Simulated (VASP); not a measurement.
Input of a VASP 6.6.1 run:

File POSCAR:

```
Ta2In
1.0
    0.0000000000      3.0431330613      3.0431330613
    3.0431330613      0.0000000000      3.0431330613
    3.0431330613      3.0431330613      0.0000000000
Ta In
2 1
Direct
    0.2500000000      0.2500000000      0.2500000000
    0.7500000000      0.7500000000      0.7500000000
    0.0000000000      0.0000000000      0.0000000000
```

File INCAR.step1:

```
SYSTEM = Ta2In
ALGO = Normal
EDIFF = 1E-4
ENCUT = 600
GGA = PE
ISMEAR = 0
LASPH = .True.
LCHARG = .False.
LREAL = .False.
LWAVE = .True.
NELM = 80
PREC = Accurate
SIGMA = 0.1
```

The input INCAR.step2:

```
SYSTEM = Ta2In
ALGO = Normal
EDIFF = 1E-6
EDIFFG = -0.04
ENCUT = 600
IBRION = 2
ISIF = 3
ISMEAR = 0
ISTART = 1
LASPH = .True.
LCHARG = .False.
LMIXTAU = .True.
LREAL = .False.
LWAVE = .False.
METAGGA = R2SCAN
NELM = 80
NSW = 90
PREC = Accurate
SIGMA = 0.1
```

The input KPOINTS:

```
k-points
0
Gamma
  6 6 6
  0 0 0
```

Potentials or basis: VASP PAW PBE potentials, release 64 (Ta_pv, In_d).

Launch:

```console
$ cat potpaw_PBE.64/Ta_pv/POTCAR potpaw_PBE.64/In_d/POTCAR > POTCAR
$ cp INCAR.step1 INCAR
$ mpirun -np 1 vasp_std > vasp.out
$ cp INCAR.step2 INCAR
$ mpirun -np 1 vasp_std > vasp.out
```

Task: Estimate the relaxed volume.

Result: 21.98 Å³/atom.

Task: Predict the relaxed cell.

Result: a = 4.535 Å, b = 4.535 Å, c = 4.535 Å, α = 60.00°, β = 60.00°, γ = 60.00°.

Task: What does it give for the space group after relaxing (to 0.05 Å)?

Result: Fm-3m (No. 225).

Final structure:
```cif
data_structure
_symmetry_space_group_name_H-M 'P 1'
_symmetry_Int_Tables_number 1
_cell_length_a 4.5347
_cell_length_b 4.5347
_cell_length_c 4.5347
_cell_angle_alpha 60.000
_cell_angle_beta 60.000
_cell_angle_gamma 60.000
_cell_volume 65.94
loop_
_atom_site_label
_atom_site_type_symbol
_atom_site_fract_x
_atom_site_fract_y
_atom_site_fract_z
_atom_site_occupancy
Ta1 Ta 0.25000 0.25000 0.25000 1
Ta2 Ta 0.75000 0.75000 0.75000 1
In1 In 0.00000 0.00000 0.00000 1
```

Caveat: the volume moved by over 15 % at a fixed basis, so the end points are rough; the PAW data sets were made with another functional, which shifts forces and pressure a little.
